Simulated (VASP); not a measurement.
Crystal: TiAl.

```
Ti Al
1.0
     3.17906    0.00000    0.00000
     0.00000    3.17906    0.00000
     0.00000    0.00000    3.17906
Ti Al
1 1
Direct
  0.00000 0.00000 0.00000
  0.50000 0.50000 0.50000
```

| Property | Result |
| --- | --- |
| Program | VASP 6.6.1 |
| Task | relaxation of cell and atoms |
| Functional | LDA |
| Potentials or basis | VASP PAW LDA potentials, release 64 (Ti_sv, Al) |
| Cutoff | 600 eV |
| k mesh | 14 × 14 × 14 |
| Occupations | gaussian, width 0.1 eV |
| Spin | no spin polarisation |

At the start: pressure -5.8 GPa; volume 16.06 Å³/atom.

Task: How do energy, volume and symmetry change on relaxing?

Result: Over 3 steps the energy falls by 15.0 meV/atom and the volume is 15.27 Å³/atom (-5.0 %); space group Pm-3m (No. 221, to 0.05 Å).

Step by step:
```
step  energy change (eV)  largest force (eV/Å)  pressure (GPa)  volume (Å³)
   1              0.0000                0.0000           -5.75        32.13
   2             -0.0161                0.0000            4.50        29.52
   3             -0.0299                0.0000           -0.01        30.54
```

Final structure:
```xyz
2
Lattice="3.1257 0.0000 0.0000 0.0000 3.1257 0.0000 0.0000 0.0000 3.1257" Properties=species:S:1:pos:R:3 pbc="T T T"
Ti    0.0000    0.0000    0.0000
Al    1.5628    1.5628    1.5628
```
